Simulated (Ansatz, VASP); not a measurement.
One calculation of HfSnO4, two programs

```
CELL_PARAMETERS angstrom
3.59986 0.00000 0.00000
0.00000 3.59986 0.00000
0.00000 0.00000 5.42705
ATOMIC_POSITIONS crystal
Hf 0.00000 0.00000 0.00000
Sn 0.50000 0.50000 0.50000
O 0.00000 0.50000 0.68427
O 0.50000 0.00000 0.82180
O 0.50000 0.00000 0.31573
O 0.00000 0.50000 0.17820
```

Alike in both runs: functional PBE; k mesh 4 × 4 × 4; occupations gaussian, width 0.1 eV; no spin polarisation.

Ansatz relaxed the structure, and its values are those at the end. VASP's run is a single point on that final structure, the one shown.

|  | VASP | Ansatz |
| --- | --- | --- |
| version | VASP 6.6.1 | Ansatz 0.2.0 |
| potentials or method | VASP PAW PBE potentials, release 64 (Hf_pv, Sn_d, O), cutoff 520 eV | scalar-relativistic, plane waves, PAW |
| valence electrons in the cell | 48 | 64 |

|  | VASP | Ansatz | Ansatz less VASP |
| --- | --- | --- | --- |
| gap on the k mesh at the Fermi level (eV) | 1.76 | 1.78 | +0.017 |
| least direct gap on the mesh (eV) | 1.87 | 1.88 | +0.011 |
| pressure (GPa) | -1.2 | 0.0 | +1.17 |
| rms of the force components (eV/Å) | 0.056 | 0.001 | -0.0553 |

VASP's potentials hold 48 valence electrons a cell and Ansatz's 64, so a difference there can come from the potentials and not from the codes.

The k mesh is coarse, so the values compare programs but aren't converged. Neither program's run includes spin-orbit coupling.
